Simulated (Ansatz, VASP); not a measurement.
# Sn in VASP and in Ansatz

```
Sn
1.0
    -1.68423    1.68443    2.34089
     1.68423   -1.68443    2.34089
     1.68423    1.68443   -2.34089
Sn
1
Direct
  0.00000 0.00000 0.00000
```

Change from the starting cell: strain -0.040 along x and y, +0.080 along z, atoms carried along.

Alike in both runs: task single point; functional PBE; dispersion D3(BJ); k mesh 24 × 24 × 24; occupations gaussian, width 0.15 eV; no spin polarisation.

|  | VASP | Ansatz |
| --- | --- | --- |
| version | VASP 6.6.1 | Ansatz 0.2.0 |
| potentials or method | VASP PAW PBE potentials, release 64 (Sn_d), cutoff 520 eV | scalar-relativistic, plane waves, PAW |
| valence electrons in the cell | 14 | 14 |

|  | VASP | Ansatz | Ansatz less VASP |
| --- | --- | --- | --- |
| gap on the k mesh at the Fermi level (eV) | none | none | - |
| pressure (GPa) | 0.4 | 0.4 | +0.01 |

A gap of «none» marks a metal or a gap that the smearing closes.
